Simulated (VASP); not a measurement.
# Co (Im-3m) in VASP: a series of runs, part 2 of 2

VASP 6.6.1. The steps go on from the part before.

## Step 3: Single point, LDA, collinear spin, ferromagnetic start (volume scaled by 1.08)

INCAR

```
SYSTEM = Co
ALGO     = Normal         ! electronic algorithm
EDIFF    = 1E-6           ! SCF threshold, eV
ENCUT    = 520            ! plane-wave cutoff, eV
ISIF     = 2              ! what is computed and relaxed
ISMEAR   = -1             ! smearing method
ISPIN    = 2              ! spin polarisation
LASPH    = .True.         ! aspherical terms in the spheres
LCHARG   = .False.        ! write CHGCAR
LMAXMIX  = 4              ! l up to which the mixer works
LORBIT   = 11             ! projections on sites
LREAL    = .False.        ! projectors in reciprocal space
LWAVE    = .False.        ! write WAVECAR
MAGMOM   = 1.655 1.655    ! initial moments
NBANDS   = 20             ! bands
NELM     = 150            ! most SCF steps
PREC     = Accurate       ! precision mode
SIGMA    = 0.05           ! smearing width, eV
```

KPOINTS

```
k-points
0
Gamma
  13 13 13
  0 0 0
```

POSCAR

```
Co
1.0
    2.7705954749      0.0000000000      0.0000000000
    0.0000000000      2.7705954749      0.0000000000
    0.0000000000      0.0000000000      2.7705954749
Co
2
Direct
    0.0000000000      0.0000000000      0.0000000000
    0.5000000000      0.5000000000      0.5000000000
```

Potentials or basis: VASP PAW LDA potentials, release 64 (Co).

Started as:

```
> cat potpaw_LDA.64/Co/POTCAR > POTCAR
> mpirun -np 1 vasp_std > vasp.out
```

OUTCAR:

```text
SYSTEM = Co
   EDIFF = 1E-6
   ENCUT = 520
   ISIF = 2
   ISMEAR = -1
   ISPIN = 2
   LASPH = .True.
   LORBIT = 11
   LREAL = .False.
   NELM = 150
   PREC = Accurate

 ion  position               nearest neighbor table
   1  0.000  0.000  0.000-   2 2.40   2 2.40   2 2.40   2 2.40   2 2.40   2 2.40   2 2.40   2 2.40

   2  0.500  0.500  0.500-   1 2.40   1 2.40   1 2.40   1 2.40   1 2.40   1 2.40   1 2.40   1 2.40

  LATTYP: Found a simple cubic cell.
 ALAT       =     2.7705954749

  Lattice vectors:

 A1 = (   2.7705954749,   0.0000000000,   0.0000000000)
 A2 = (   0.0000000000,   2.7705954749,   0.0000000000)
 A3 = (   0.0000000000,   0.0000000000,   2.7705954749)

Analysis of symmetry for initial positions (statically):
=====================================================================
 Subroutine PRICEL returns following result:

  LATTYP: Found a body centered cubic cell.
 ALAT       =     2.7705954749
[... 12 lines left out ...]
 Subroutine GETGRP returns: Found 48 space group operations
 (whereof 48 operations were pure point group operations)
 out of a pool of 48 trial point group operations.

The static configuration has the point symmetry O_h .

Analysis of symmetry for dynamics (positions and initial velocities):
=====================================================================
 Subroutine PRICEL returns following result:

  LATTYP: Found a body centered cubic cell.
 ALAT       =     2.7705954749
[... 12 lines left out ...]
 Subroutine GETGRP returns: Found 48 space group operations
 (whereof 48 operations were pure point group operations)
 out of a pool of 48 trial point group operations.

The dynamic configuration has the point symmetry O_h .

Analysis of structural, dynamic, and magnetic symmetry:
=====================================================================
 Subroutine PRICEL returns following result:

  LATTYP: Found a body centered cubic cell.
 ALAT       =     2.7705954749
[... 12 lines left out ...]
 Subroutine GETGRP returns: Found 48 space group operations
 (whereof 48 operations were pure point group operations)
 out of a pool of 48 trial point group operations.

The overall configuration has the point symmetry O_h .

[... 136 lines left out ...]
 Free energy of the ion-electron system (eV)
  ---------------------------------------------------
  ext. energy  EPLUGINS =         0.00000000
  ---------------------------------------------------
  free energy    TOTEN  =       -15.93976312 eV

  energy without entropy =      -15.91210922  energy(sigma->0) =      -15.92593617

 E-fermi :  10.4874     XC(G=0): -13.8586

 val. band max:       10.4849618353   @ k =   0.4615   0.3077   0.1538
 cond. band min:      10.4891136379   @ k =   0.3846   0.2308   0.2308
 fundamental gap:      0.0041518027
 Fermi energy:        10.4873629819

 spin component 1

 k-point     1 :       0.0000    0.0000    0.0000
  band No.  band energies     occupation
      1       1.1588      1.00000
      2       5.1979      1.00000
      3       5.1979      1.00000
      4       7.5928      1.00000
      5       7.5928      1.00000
      6       7.5928      1.00000
[... 541 lines left out ...]
     19      35.3373      0.00000
     20      38.1523      0.00000

 [... further k-points ...]

 spin component 2

 k-point     1 :       0.0000    0.0000    0.0000
  band No.  band energies     occupation
      1       1.3778      1.00000
      2       6.4469      1.00000
      3       6.4469      1.00000
      4       9.0029      1.00000
      5       9.0029      1.00000
      6       9.0029      1.00000
[... 541 lines left out ...]
     19      35.7987      0.00000
     20      38.4677      0.00000

 [... further k-points ...]
[... 5 lines left out ...]
  --------------------------------------------------------------------------------------
  -------------------------------------------------------------------------------------
  Total       -1.4380240     -1.4380240     -1.4380240     -0.0000000      0.0000000      0.0000000
  in kB     -108.3321485   -108.3321485   -108.3321485     -0.0000000      0.0000000      0.0000000
  external PRESSURE =    -108.3321485 kB  Pullay stress =       0.0000000 kB

 VOLUME and BASIS-vectors are now :
 -----------------------------------------------------------------------------
  energy-cutoff  :      520.00
  volume of cell :       21.27
      direct lattice vectors                 reciprocal lattice vectors
     2.770595475  0.000000000  0.000000000     0.360933239  0.000000000  0.000000000
     0.000000000  2.770595475  0.000000000     0.000000000  0.360933239  0.000000000
     0.000000000  0.000000000  2.770595475     0.000000000  0.000000000  0.360933239

 POSITION                                       TOTAL-FORCE (eV/Angst)
 -----------------------------------------------------------------------------------
      0.00000      0.00000      0.00000         0.000000      0.000000      0.000000
      1.38530      1.38530      1.38530        -0.000000     -0.000000     -0.000000
 -----------------------------------------------------------------------------------
    total drift:                                0.000000      0.000000     -0.000000

  FREE ENERGIE OF THE ION-ELECTRON SYSTEM (eV)
  ---------------------------------------------------
  free  energy   TOTEN  =       -15.9397631180 eV

  energy  without entropy=      -15.9121092189  energy(sigma->0) =      -15.92593617

 total charge

# of ion       s       p       d       tot
------------------------------------------
    1        0.495   0.539   7.283   8.318
    2        0.495   0.539   7.283   8.318
--------------------------------------------------
tot          0.991   1.079  14.567  16.636

 magnetization (x)

# of ion       s       p       d       tot
------------------------------------------
    1       -0.005  -0.032   1.679   1.642
    2       -0.005  -0.032   1.679   1.642
--------------------------------------------------
tot         -0.010  -0.065   3.359   3.284
```

OSZICAR:

```text
N       E                     dE             d eps       ncg     rms          rms(c)
DAV:   1     0.857289214106E+02    0.85729E+02   -0.74859E+03  7152   0.116E+03
DAV:   2    -0.132782177060E+02   -0.99007E+02   -0.89609E+02  6840   0.220E+02
DAV:   3    -0.180959455534E+02   -0.48177E+01   -0.45693E+01  7480   0.582E+01
DAV:   4    -0.181803362433E+02   -0.84391E-01   -0.84271E-01  8388   0.677E+00
DAV:   5    -0.181826713962E+02   -0.23352E-02   -0.23349E-02  7944   0.106E+00    0.156E+01
DAV:   6    -0.163305017681E+02    0.18522E+01   -0.72725E+00  7588   0.563E+01    0.756E+00
DAV:   7    -0.159855893753E+02    0.34491E+00   -0.11553E+00  7812   0.199E+01    0.409E+00
DAV:   8    -0.159565494569E+02    0.29040E-01   -0.11450E-02 10148   0.110E+00    0.191E+00
DAV:   9    -0.159405805547E+02    0.15969E-01   -0.21560E-03 11436   0.839E-01    0.451E-01
DAV:  10    -0.159397191636E+02    0.86139E-03   -0.57865E-04  8996   0.300E-01    0.171E-01
DAV:  11    -0.159397657003E+02   -0.46537E-04   -0.25290E-05  9544   0.556E-02    0.428E-02
DAV:  12    -0.159397667559E+02   -0.10556E-05   -0.21462E-06  6764   0.195E-02    0.185E-02
DAV:  13    -0.159397631187E+02    0.36372E-05   -0.16833E-06  5640   0.149E-02    0.257E-03
DAV:  14    -0.159397631180E+02    0.68712E-09   -0.24588E-07  3680   0.467E-03
   1 F= -.15939763E+02 E0= -.15925936E+02  d E =-.276539E-01  mag=     3.2848
```

Wall time 36 s (1 thread of Intel Xeon Platinum 8375C at 2.90GHz (Ice Lake), shared host); peak memory 0.17 GiB.

What came out:

| Item | Value |
| --- | --- |
| Free energy | -15.9398 eV |
| Pressure | -10.8 GPa |
| Net moment | 3.28 μB per cell |
| Site moments | Co +1.64 μB |
| Valence electrons inside the program's atomic spheres | Co 8.32 |

Levels at points of the mesh, in eV from the Fermi level:
Spin up:
| k point | band 8 | band 9 | band 10 | band 11 | band 12 | band 13 | band 14 | band 15 |
| --- | --- | --- | --- | --- | --- | --- | --- | --- |
| (0.00, 0.00, 0.00) | -1.59 | -0.54 | -0.54 | -0.54 | 9.68 | 9.68 | 9.68 | 15.70 |
Spin down:
```
           k point  band 3  band 4  band 5  band 6  band 7  band 8  band 9  band 10  band 11  band 12
(0.00, 0.00, 0.00)   -4.04   -1.48   -1.48   -1.48    0.20    0.20    1.06     1.06     1.06     9.96
```

Caveat: the cell differs from its parent crystal (volume scaled by 1.08).

## Step 4: Relaxation of cell and atoms, LDA, collinear spin, antiferromagnetic start

This run uses another cell than the first one, of 11.07 Å³/atom, 1.125 times its volume.

INCAR

```
SYSTEM = Co
  PREC = Accurate
  ENCUT = 600
  EDIFF = 1E-6
  ISMEAR = -1
  SIGMA = 0.05
  LREAL = .False.
  LASPH = .True.
  NELM = 150
  ALGO = Normal
  ISIF = 3
  LWAVE = .False.
  LCHARG = .False.
  ISPIN = 2
  MAGMOM = 1.7 -1.7
  LORBIT = 11
  LMAXMIX = 4
  IBRION = 2
  NSW = 80
  EDIFFG = -0.01
```

KPOINTS

```
Automatic mesh
0
Gamma
  11 11 11
  0 0 0
```

POSCAR

```
Co
1.0
    2.8082743434      0.0000000000      0.0000000000
    0.0000000000      2.8082743434      0.0000000000
    0.0000000000      0.0000000000      2.8082743434
Co
2
Direct
    0.0000000000      0.0000000000      0.0000000000
    0.5000000000      0.5000000000      0.5000000000
```

Potentials or basis: VASP PAW LDA potentials, release 64 (Co).

Started as:

```
> cat potpaw_LDA.64/Co/POTCAR > POTCAR
> mpirun -np 1 vasp_std > vasp.out
```

OUTCAR:

```text
SYSTEM = Co
   PREC = Accurate
   ENCUT = 600
   EDIFF = 1E-6
   ISMEAR = -1
   LREAL = .False.
   LASPH = .True.
   NELM = 150
   ISIF = 3
   ISPIN = 2
   LORBIT = 11
   IBRION = 2
   NSW = 80
   EDIFFG = -0.01

 ion  position               nearest neighbor table
   1  0.000  0.000  0.000-   2 2.43   2 2.43   2 2.43   2 2.43   2 2.43   2 2.43   2 2.43   2 2.43

   2  0.500  0.500  0.500-   1 2.43   1 2.43   1 2.43   1 2.43   1 2.43   1 2.43   1 2.43   1 2.43

  LATTYP: Found a simple cubic cell.
 ALAT       =     2.8082743434

  Lattice vectors:

 A1 = (   2.8082743434,   0.0000000000,   0.0000000000)
 A2 = (   0.0000000000,   2.8082743434,   0.0000000000)
 A3 = (   0.0000000000,   0.0000000000,   2.8082743434)

Analysis of symmetry for initial positions (statically):
=====================================================================
 Subroutine PRICEL returns following result:

[... 1118 lines left out ...]
  free energy    TOTEN  =       -15.63245380 eV

  energy without entropy =      -15.59411120  energy(sigma->0) =      -15.61328250

 E-fermi :  11.3708     XC(G=0): -14.3476

 val. band max:       11.3621047562   @ k =   0.2727   0.0000   0.0000
 cond. band min:      11.3874084787   @ k =   0.4545   0.4545   0.2727
 fundamental gap:      0.0253037225
 Fermi energy:        11.3707843281

 spin component 1

 k-point     1 :       0.0000    0.0000    0.0000
  band No.  band energies     occupation
      1       2.0061      1.00000
      2       6.5661      1.00000
      3       6.5661      1.00000
      4       9.2951      1.00000
      5       9.2951      1.00000
      6       9.2951      1.00000
      7      11.0714      0.99749
      8      11.0714      0.99749
      9      12.0750      0.00000
     10      12.0750      0.00000
     11      12.0750      0.00000
     12      22.1393      0.00000
[... 786 lines left out ...]
  FREE ENERGIE OF THE ION-ELECTRON SYSTEM (eV)
  ---------------------------------------------------
  free  energy   TOTEN  =       -15.6324538011 eV

  energy  without entropy=      -15.5941112037  energy(sigma->0) =      -15.61328250

 reached required accuracy - stopping structural energy minimisation

 total charge

# of ion       s       p       d       tot
------------------------------------------
    1        0.523   0.595   7.376   8.494
    2        0.523   0.595   7.376   8.494
--------------------------------------------------
tot          1.045   1.191  14.752  16.987

 magnetization (x)

# of ion       s       p       d       tot
------------------------------------------
    1        0.005   0.008   0.494   0.507
    2       -0.005  -0.008  -0.494  -0.507
--------------------------------------------------
tot          0.000   0.000  -0.000  -0.000
```

CONTCAR:

```text
Co
   1.00000000000000
     2.6973527148081962    0.0000000000000000    0.0000000000000000
    -0.0000000000000000    2.6973527148081962    0.0000000000000000
    -0.0000000000000000    0.0000000000000000    2.6973527148081962
  Co
     2
Direct
     1.0000000000000000    1.0000000000000000    1.0000000000000000
     0.5000000000000000    0.5000000000000000    0.5000000000000000

  0.00000000E+00  0.00000000E+00  0.00000000E+00
  0.00000000E+00  0.00000000E+00  0.00000000E+00
```

Run time: 48 s. Hardware: 1 thread of Intel Xeon Platinum 8375C at 2.90GHz (Ice Lake), shared host; peak memory 0.16 GiB.

Results:

| Item | Value |
| --- | --- |
| Free energy | -15.6325 eV |
| Relaxed volume | 9.81 Å³/atom |
| Relaxed cell | a = 2.697 Å, b = 2.697 Å, c = 2.697 Å, α = 90.00°, β = 90.00°, γ = 90.00° |
| Space group after relaxing (to 0.05 Å) | Im-3m (No. 229) |
| Energy gained by relaxing | 115.4 meV/atom |
| Ionic steps | 4 |
| Pressure after relaxing | -0.2 GPa |
| Band gap on the k mesh | zero (filled and empty bands overlap) |
| Net moment | 0.00 μB per cell |
| Site moments | Co +0.51, -0.51 μB |
| Valence electrons inside the program's atomic spheres | Co 8.49 |

The path:
```tsv
step	energy change (eV)	largest force (eV/Å)	pressure (GPa)	volume (Å³)
1	0.0000	0.0000	-25.75	22.15
2	0.2084	0.0000	60.27	16.92
3	-0.2305	0.0000	-1.21	19.69
4	-0.2308	0.0000	-0.15	19.63
```

Final structure:
```xyz
2
Lattice="2.6974 0.0000 0.0000 0.0000 2.6974 0.0000 0.0000 0.0000 2.6974" Properties=species:S:1:pos:R:3 pbc="T T T"
Co    2.6974    2.6974    2.6974
Co    1.3487    1.3487    1.3487
```

Levels at points of the mesh, in eV from the Fermi level:
Spin up:
| k point | band 6 | band 7 | band 8 | band 9 | band 10 | band 11 | band 12 | band 13 |
| --- | --- | --- | --- | --- | --- | --- | --- | --- |
| (0.00, 0.00, 0.00) | -2.08 | -0.30 | -0.30 | 0.70 | 0.70 | 0.70 | 10.77 | 10.77 |
Spin down:
| k point | band 5 | band 6 | band 7 | band 8 | band 9 | band 10 | band 11 | band 12 | band 13 |
| --- | --- | --- | --- | --- | --- | --- | --- | --- | --- |
| (0.00, 0.00, 0.00) | -2.08 | -2.08 | -0.30 | -0.30 | 0.70 | 0.70 | 0.70 | 10.77 | 10.77 |

## Step 5: Single point, LDA, collinear spin, antiferromagnetic start

INCAR

```
  ALGO = Normal
  EDIFF = 1E-6
  ENCUT = 600
  GGA = CA
  GGA_COMPAT = F
  ISIF = 2
  ISMEAR = -1
  ISPIN = 2
  LASPH = T
  LCHARG = F
  LMAXMIX = 4
  LORBIT = 11
  LREAL = F
  LWAVE = F
  MAGMOM = 1.7 -1.7
  NBANDS = 28
  NELM = 200
  PREC = Accurate
  SIGMA = 0.05
```

KPOINTS

```
k-points
0
Gamma
  11 11 11
```

POSCAR

```
Co
1.0
    2.7004234380      0.0000000000      0.0000000000
    0.0000000000      2.7004234380      0.0000000000
    0.0000000000      0.0000000000      2.7004234380
Co
2
Direct
    0.0000000000      0.0000000000      0.0000000000
    0.5000000000      0.5000000000      0.5000000000
```

Potentials or basis: VASP PAW LDA potentials, release 64 (Co_sv).

Started as:

```
> cat potpaw_LDA.64/Co_sv/POTCAR > POTCAR
> mpirun -np 1 vasp_std > vasp.out
```

OUTCAR:

```text
EDIFF = 1E-6
   ENCUT = 600
   GGA = CA
   ISIF = 2
   ISMEAR = -1
   ISPIN = 2
   LASPH = T
   LORBIT = 11
   LREAL = F
   NELM = 200
   PREC = Accurate

 ion  position               nearest neighbor table
   1  0.000  0.000  0.000-   2 2.34   2 2.34   2 2.34   2 2.34   2 2.34   2 2.34   2 2.34   2 2.34

   2  0.500  0.500  0.500-   1 2.34   1 2.34   1 2.34   1 2.34   1 2.34   1 2.34   1 2.34   1 2.34

  LATTYP: Found a simple cubic cell.
 ALAT       =     2.7004234380

  Lattice vectors:

 A1 = (   2.7004234380,   0.0000000000,   0.0000000000)
 A2 = (   0.0000000000,   2.7004234380,   0.0000000000)
 A3 = (   0.0000000000,   0.0000000000,   2.7004234380)

Analysis of symmetry for initial positions (statically):
=====================================================================
 Subroutine PRICEL returns following result:

  LATTYP: Found a body centered cubic cell.
 ALAT       =     2.7004234380
[... 12 lines left out ...]
 Subroutine GETGRP returns: Found 48 space group operations
 (whereof 48 operations were pure point group operations)
 out of a pool of 48 trial point group operations.

[... 1696 lines left out ...]

 [... further k-points ...]

------------------------ aborting loop because EDIFF is reached ----------------------------------------

  FORCE on cell =-STRESS in cart. coord.  units (eV):
  Direction    XX          YY          ZZ          XY          YZ          ZX
  --------------------------------------------------------------------------------------
  -------------------------------------------------------------------------------------
  Total       -0.4641183     -0.4641183     -0.4641183      0.0000000      0.0000000      0.0000000
  in kB      -37.7610173    -37.7610173    -37.7610173      0.0000000      0.0000000      0.0000000
  external PRESSURE =     -37.7610173 kB  Pullay stress =       0.0000000 kB

 VOLUME and BASIS-vectors are now :
 -----------------------------------------------------------------------------
  energy-cutoff  :      600.00
  volume of cell :       19.69
      direct lattice vectors                 reciprocal lattice vectors
     2.700423438  0.000000000  0.000000000     0.370312295  0.000000000  0.000000000
     0.000000000  2.700423438  0.000000000     0.000000000  0.370312295  0.000000000
     0.000000000  0.000000000  2.700423438     0.000000000  0.000000000  0.370312295

 POSITION                                       TOTAL-FORCE (eV/Angst)
 -----------------------------------------------------------------------------------
      0.00000      0.00000      0.00000         0.000000      0.000000      0.000000
      1.35021      1.35021      1.35021        -0.000000     -0.000000     -0.000000
 -----------------------------------------------------------------------------------
    total drift:                                0.000000      0.000000     -0.000000

  FREE ENERGIE OF THE ION-ELECTRON SYSTEM (eV)
  ---------------------------------------------------
  free  energy   TOTEN  =       -15.7123909667 eV

  energy  without entropy=      -15.6739972370  energy(sigma->0) =      -15.69319410

 total charge

# of ion       s       p       d       tot
------------------------------------------
    1        2.263   6.139   6.755  15.157
    2        2.263   6.139   6.755  15.157
--------------------------------------------------
tot          4.526  12.277  13.510  30.314

 magnetization (x)

# of ion       s       p       d       tot
------------------------------------------
    1        0.004   0.004   0.501   0.509
    2       -0.004  -0.004  -0.501  -0.509
--------------------------------------------------
tot          0.000   0.000   0.000   0.000
```

Wall time 31 s (1 thread of Intel Xeon Platinum 8488C (Sapphire Rapids), shared host); peak memory 0.16 GiB.

What came out:

- Free energy: -15.7124 eV
- Pressure: -3.8 GPa
- Band gap on the k mesh: zero (filled and empty bands overlap)
- Net moment: 0.00 μB per cell
- Site moments: Co +0.51, -0.51 μB
- Valence electrons inside the program's atomic spheres: Co 15.16

Levels at points of the mesh, in eV from the Fermi level:
Spin up:
```
           k point  band 15  band 16  band 17  band 18  band 19  band 20
(0.00, 0.00, 0.00)    -0.30    -0.30     0.71     0.71     0.71    10.68
```
Spin down:
| k point | band 13 | band 14 | band 15 | band 16 | band 17 | band 18 | band 19 | band 20 | band 21 | band 22 |
| --- | --- | --- | --- | --- | --- | --- | --- | --- | --- | --- |
| (0.00, 0.00, 0.00) | -2.08 | -2.08 | -0.30 | -0.30 | 0.71 | 0.71 | 0.71 | 10.68 | 10.68 | 10.68 |

## Step 6: Summary

| task | potentials or basis | spin | cell | k mesh | cutoff (eV) | second run | gap on the mesh (eV) | pressure (GPa) | moment (μB) |
| --- | --- | --- | --- | --- | --- | --- | --- | --- | --- |
| single point | VASP PAW LDA potentials, release 64 (Co) | collinear, ferromagnetic start | a = 2.700 Å, 2 atoms | 13 × 13 × 13 | 520 | - | none | 9.0 | 3.22 |
| single point | VASP PAW LDA potentials, release 64 (Co) | collinear, ferromagnetic start | a = 2.771 Å, 2 atoms | 13 × 13 × 13 | 520 | - | none | -10.8 | 3.28 |
| relaxation of cell and atoms | VASP PAW LDA potentials, release 64 (Co) | collinear, antiferromagnetic start | relaxed from a = 2.808 Å, 2 atoms | 11 × 11 × 11 | 600 | - | none | -0.2 | 0.00 |
| single point | VASP PAW LDA potentials, release 64 (Co_sv) | collinear, antiferromagnetic start | a = 2.700 Å, 2 atoms | 11 × 11 × 11 | 600 | valence_matched | none | -3.8 | 0.00 |

Alike in all rows: level LDA; smearing fermi-dirac 0.05 eV.

Total energies depend on the potentials used, so only differences within one code and one set of settings carry meaning.
